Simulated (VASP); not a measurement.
# LiSi16 (a cell with a defect) in VASP: single point with PBE

Aim: the single point of LiSi16 (a cell with a defect) with PBE.

Program: VASP 6.6.1. These are calculated values, not measurements. Logs are shortened: lines on timing, memory, paths and dates and some standing lists are left out, and cuts for length are marked.

## Step 1: The cell of the first run

The cell holds a defect, 17 atoms: a = 7.679 Å, b = 7.679 Å, c = 7.679 Å, α = 60.00°, β = 60.00°, γ = 60.00°.

## Step 2: Single point, PBE

INCAR

```
ALGO = Normal
EDIFF = 1E-7
ENCUT = 520
GGA = PE
ISIF = 2
ISMEAR = -1
LASPH = T
LCHARG = F
LREAL = Auto
LWAVE = F
NBANDS = 48
NELECT = 66.0
NELM = 60
PREC = Accurate
SIGMA = 0.05
```

KPOINTS

```
k-points
0
Gamma
  2 2 2
```

POSCAR

```
LiSi16
1.0
    0.0000000000      5.4300000000      5.4300000000
    5.4300000000      0.0000000000      5.4300000000
    5.4300000000      5.4300000000      0.0000000000
Si Li
16 1
Direct
   -0.0010095764     -0.0056285451     -0.0004453039
    0.1335110497      0.0986047882      0.1341103131
   -0.0010122468     -0.0056315838      0.5074170350
    0.1178163904      0.1300104972      0.6262495396
    0.0096814917      0.4701921731      0.0102207182
    0.1187600368      0.6204594843      0.1193478821
   -0.0165244936      0.5039095764      0.5064732965
    0.1187616943      0.6204640884      0.6417585635
    0.5068214549     -0.0056177716     -0.0004391344
    0.6256764273      0.1299979742      0.1184110497
    0.4911195212      0.0257732965      0.4917209945
    0.6256788214      0.1300023941      0.6262427256
    0.5058915285      0.5039278085     -0.0159696133
    0.6412114180      0.6204453039      0.1193386740
    0.5058880295      0.5039226519      0.5064779006
    0.6150217311      0.6541895028      0.6155554328
    0.3123341621      0.5621873849      0.3129028545
```

Potentials or basis: VASP PAW PBE potentials, release 64 (Si, Li_sv).

On the command line:

```bash
$ cat potpaw_PBE.64/Si/POTCAR potpaw_PBE.64/Li_sv/POTCAR > POTCAR
$ mpirun -np 1 vasp_std > vasp.out
```

OUTCAR:

```text
EDIFF = 1E-7
   ENCUT = 520
   GGA = PE
   ISIF = 2
   ISMEAR = -1
   LASPH = T
   LREAL = Auto
   NELECT = 66.0
   NELM = 60
   PREC = Accurate

 ion  position               nearest neighbor table
   1  0.999  0.994  1.000-   4 2.34  10 2.34   2 2.34   6 2.35
   2  0.134  0.099  0.134-   5 2.33   3 2.34   1 2.34   9 2.34
   3  0.999  0.994  0.507-   4 2.34  12 2.34   2 2.34   8 2.35
   4  0.118  0.130  0.626-   3 2.34   1 2.34  11 2.34   7 2.35
   5  0.010  0.470  0.010-   8 2.32  14 2.32   6 2.32   2 2.33
   6  0.119  0.620  0.119-   5 2.32  17 2.34   1 2.35   7 2.43  13 2.43
   7  0.983  0.504  0.506-  16 2.32  17 2.34   4 2.35   6 2.43   8 2.43
   8  0.119  0.620  0.642-   5 2.32  17 2.34   3 2.35   7 2.43  15 2.43
   9  0.507  0.994  1.000-  12 2.34  10 2.34   2 2.34  14 2.35
  10  0.626  0.130  0.118-   1 2.34   9 2.34  11 2.34  13 2.35
  11  0.491  0.026  0.492-  16 2.33   4 2.34  12 2.34  10 2.34
  12  0.626  0.130  0.626-   3 2.34   9 2.34  11 2.34  15 2.35
  13  0.506  0.504  0.984-  16 2.32  17 2.34  10 2.35   6 2.43  14 2.43
  14  0.641  0.620  0.119-   5 2.32  17 2.34   9 2.35  15 2.43  13 2.43
  15  0.506  0.504  0.506-  16 2.32  17 2.34  12 2.35   8 2.43  14 2.43
  16  0.615  0.654  0.616-   7 2.32  13 2.32  15 2.32  11 2.33
  17  0.312  0.562  0.313-   6 2.34   8 2.34  15 2.34   7 2.34  13 2.34  14 2.34

  LATTYP: Found a face centered cubic cell.
 ALAT       =    10.8600000000

  Lattice vectors:

 A1 = (   0.0000000000,   5.4300000000,   5.4300000000)
 A2 = (   5.4300000000,   0.0000000000,   5.4300000000)
 A3 = (   5.4300000000,   5.4300000000,   0.0000000000)

Analysis of symmetry for initial positions (statically):
=====================================================================
 Subroutine PRICEL returns:
 Original cell was already a primitive cell.

 Routine SETGRP: Setting up the symmetry group for a
 face centered cubic supercell.

 Subroutine GETGRP returns: Found  2 space group operations
 (whereof  1 operations were pure point group operations)
 out of a pool of 48 trial point group operations.

The static configuration has the point symmetry C_1 .
 The point group associated with its full space group is C_2 .

Analysis of symmetry for dynamics (positions and initial velocities):
=====================================================================
 Subroutine PRICEL returns:
 Original cell was already a primitive cell.

 Routine SETGRP: Setting up the symmetry group for a
 face centered cubic supercell.
[... 121 lines left out ...]
   IBRION =     -1    ionic relax: 0-MD 1-quasi-New 2-CG
   NFREE  =      0    steps in history (QN), initial steepest desc. (CG)
   ISIF   =      2    stress and relaxation
   ISYM   =      2    0-nonsym 1-usesym 2-fastsym
   POTIM  = 0.5000    time-step for ionic-motion
   TEBEG  =    0.0;   TEEND  =   0.0 temperature during run
   PSTRESS=    0.0 pullay stress
   NELECT =      66.0000    total number of electrons
   NUPDOWN=      -1.0000    fix difference up-down
   EMIN   =  10.00;   EMAX   =-10.00  energy-range for DOS
   EFERMI =   0.00;   METHOD = LEGACY
   ISMEAR =    -1;   SIGMA  =   0.05  broadening in eV -4-tet -1-fermi 0-gaus
   EFERMI_NEDOS =   21; number of points for ismear=-14 and -15
   IALGO  =     38    algorithm
   IMIX   =      4    mixing-type and parameters
     AMIX     =   0.40;   BMIX     =  1.00
     AMIX_MAG =   1.60;   BMIX_MAG =  1.00
  volume/ion in A,a.u.               =      18.84       127.11
  Fermi-wavevector in a.u.,A,eV,Ry     =   0.967044  1.827449 12.723821  0.935174
  Thomas-Fermi vector in A             =   2.096897
   LORBIT       =      0    0 simple, 1 ext, 2 COOP (PROOUT), +10 PAW based schemes
   GGA     = PE    functional components
   LHFCALC =     F    Hartree Fock is set to
   AEXX    =    0.0000 exact exchange contribution
   IVDW    =     0    specifies the selected vdW correction
   LEPSILON=     F    determine dielectric tensor
   LRPA    =     F    only Hartree local field effects (RPA)
 non-spin polarized calculation
  energy-cutoff  :      520.00
  volume of cell :      320.21
 maximum number of plane-waves:      8646
 NGX is ok and might be reduce to    60
   NGX = 29   NGY = 29   NGZ = 29

 number of electron      66.0000001 magnetization

 Free energy of the ion-electron system (eV)
  ---------------------------------------------------
  ext. energy  EPLUGINS =         0.00000000
  ---------------------------------------------------
  free energy    TOTEN  =       -92.92263334 eV

  energy without entropy =      -92.91346977  energy(sigma->0) =      -92.91805155

 E-fermi :   6.2117     XC(G=0):  -9.4416

 val. band max:        6.0547214513   @ k =   0.0000   0.0000   0.0000
 cond. band min:       6.3239314202   @ k =   0.0000   0.0000   0.0000
 fundamental gap:      0.2692099689
 Fermi energy:         6.2117045847

 k-point     1 :       0.0000    0.0000    0.0000
  band No.  band energies     occupation
      1     -40.2143      2.00000
      2      -5.9080      2.00000
      3      -3.6729      2.00000
      4      -3.6059      2.00000
      5      -3.6059      2.00000
      6      -3.5587      2.00000
[... 277 lines left out ...]
     44      10.2731      0.00000
     45      10.3399      0.00000
 [bands above 45 left out]

------------------------ aborting loop because EDIFF is reached ----------------------------------------

  FORCE on cell =-STRESS in cart. coord.  units (eV):
  Direction    XX          YY          ZZ          XY          YZ          ZX
  --------------------------------------------------------------------------------------
  -------------------------------------------------------------------------------------
  Total       -0.1899831     -0.1885964     -0.1899831      0.8996697      0.8996701     -0.9018722
  in kB       -0.9505962     -0.9436577     -0.9505962      4.5015720      4.5015737     -4.5125921
  external PRESSURE =      -0.9482833 kB  Pullay stress =       0.0000000 kB

 VOLUME and BASIS-vectors are now :
 -----------------------------------------------------------------------------
  energy-cutoff  :      520.00
  volume of cell :      320.21
      direct lattice vectors                 reciprocal lattice vectors
     0.000000000  5.430000000  5.430000000    -0.092081031  0.092081031  0.092081031
     5.430000000  0.000000000  5.430000000     0.092081031 -0.092081031  0.092081031
     5.430000000  5.430000000  0.000000000     0.092081031  0.092081031 -0.092081031

 POSITION                                       TOTAL-FORCE (eV/Angst)
 -----------------------------------------------------------------------------------
     10.82702     10.85210     10.82396         0.000014     -0.000384     -0.001622
      1.26364      1.45318      1.26039         0.001363     -0.002711      0.003971
      8.15470      8.17978     10.82392         0.000778      0.000360     -0.000958
      4.10649      4.04028      1.34570         0.000958     -0.000360     -0.000778
      2.60864      0.10807      2.60571         0.003543     -0.002280      0.001939
      4.01715      1.29293      4.01396        -0.003419     -0.005294     -0.001905
[... 9 lines left out ...]
      6.89472      6.68203      6.89182        -0.001939      0.002280     -0.003543
      4.75174      3.39504      4.74865        -0.000936      0.000000      0.000936
 -----------------------------------------------------------------------------------
    total drift:                               -0.001658      0.009004     -0.000239

  FREE ENERGIE OF THE ION-ELECTRON SYSTEM (eV)
  ---------------------------------------------------
  free  energy   TOTEN  =       -92.9226333368 eV

  energy  without entropy=      -92.9134697655  energy(sigma->0) =      -92.91805155
```

OSZICAR:

```text
N       E                     dE             d eps       ncg     rms          rms(c)
DAV:   1     0.178257537889E+03    0.17826E+03   -0.25241E+04   576   0.116E+03
DAV:   2    -0.745414822097E+02   -0.25280E+03   -0.23687E+03   704   0.189E+02
DAV:   3    -0.932271334995E+02   -0.18686E+02   -0.18293E+02   840   0.436E+01
DAV:   4    -0.945387652292E+02   -0.13116E+01   -0.12999E+01   960   0.100E+01
DAV:   5    -0.945669610411E+02   -0.28196E-01   -0.28192E-01   768   0.128E+00    0.143E+01
DAV:   6    -0.934208095300E+02    0.11462E+01   -0.92934E-01   680   0.318E+00    0.872E+00
DAV:   7    -0.929076720107E+02    0.51314E+00   -0.15636E+00   696   0.376E+00    0.104E+00
DAV:   8    -0.929168436394E+02   -0.91716E-02   -0.15583E-01   688   0.142E+00    0.512E-01
DAV:   9    -0.929206323117E+02   -0.37887E-02   -0.11442E-02   728   0.382E-01    0.245E-01
DAV:  10    -0.929220061230E+02   -0.13738E-02   -0.17714E-03   664   0.139E-01    0.115E-01
DAV:  11    -0.929225893668E+02   -0.58324E-03   -0.61080E-04   688   0.911E-02    0.337E-02
DAV:  12    -0.929226280244E+02   -0.38658E-04   -0.66943E-05   696   0.295E-02    0.131E-02
DAV:  13    -0.929226325259E+02   -0.45015E-05   -0.13129E-05   688   0.130E-02    0.343E-03
DAV:  14    -0.929226331045E+02   -0.57859E-06   -0.77470E-07   744   0.313E-03    0.134E-03
DAV:  15    -0.929226334652E+02   -0.36075E-06   -0.24925E-07   568   0.186E-03    0.540E-04
DAV:  16    -0.929226333209E+02    0.14435E-06   -0.31473E-08   424   0.670E-04    0.243E-04
DAV:  17    -0.929226333368E+02   -0.15913E-07   -0.62945E-09   432   0.328E-04
   1 F= -.92922633E+02 E0= -.92918052E+02  d E =-.916357E-02
```

stdout:

```text
POSCAR found type information on POSCAR SiLi
 POSCAR found :  2 types and      17 ions
 scaLAPACK will be used
 LDA part: xc-table for (Slater+PW92), standard interpolation
 POSCAR, INCAR and KPOINTS ok, starting setup
 FFT: planning ... GRIDC
 FFT: planning ... GRID_SOFT
 FFT: planning ... GRID
 WAVECAR not read
 entering main loop
 the old and the new charge density differ
 old charge density:    67.00000 new   66.00000
    0.143E+01
```

It took 4 min on 1 thread of Intel Xeon Platinum 8488C (Sapphire Rapids), shared host; peak memory 0.47 GiB.

What came out:

| Property | Result |
| --- | --- |
| Free energy | -92.9226 eV |
| Largest force | 0.007 eV/Å |

Forces in eV/Å, atoms in the order of the input:
```
Si   0.000  0.000 -0.002
Si   0.001 -0.003  0.004
Si   0.001  0.000 -0.001
Si   0.001  0.000 -0.001
Si   0.004 -0.002  0.002
Si  -0.003 -0.005 -0.002
Si   0.003 -0.003 -0.005
Si   0.005  0.003 -0.003
Si  -0.001  0.002  0.000
Si   0.000 -0.002  0.001
Si  -0.004  0.003 -0.001
Si   0.002  0.000  0.000
Si  -0.004 -0.001  0.002
Si  -0.002  0.001  0.004
Si   0.002  0.005  0.003
Si  -0.002  0.002 -0.004
Li  -0.001  0.000  0.001
```

Levels at points of the mesh, in eV from the Fermi level:
| k point | band 31 | band 32 | band 33 | band 34 | band 35 | band 36 |
| --- | --- | --- | --- | --- | --- | --- |
| (0.00, 0.00, 0.00) | -0.22 | -0.16 | -0.16 | 0.11 | 0.46 | 0.46 |
| (0.50, 0.00, 0.00) | -0.98 | -0.96 | -0.90 | 0.89 | 1.12 | 1.28 |
| (0.00, 0.50, 0.00) | -0.97 | -0.89 | -0.89 | 1.09 | 1.09 | 1.14 |
| (0.50, 0.50, 0.50) | -0.98 | -0.96 | -0.90 | 0.89 | 1.12 | 1.28 |
| (0.50, 0.50, 0.00) | -1.56 | -1.48 | -1.43 | 0.79 | 0.96 | 2.02 |
| (0.50, 0.00, 0.50) | -1.56 | -1.48 | -1.43 | 0.79 | 0.96 | 2.02 |

Caveat: the k points lie up to 0.50 Å⁻¹ apart; the cell carries a net charge on a neutralising background, which shifts energy and pressure; the cell is charged against a uniform background, so pressure and absolute levels hang on convention; the cutoff is under 1.25 times the usual one of these potentials, so pressure, stress and relaxed cells hold a basis-set (Pulay) error.
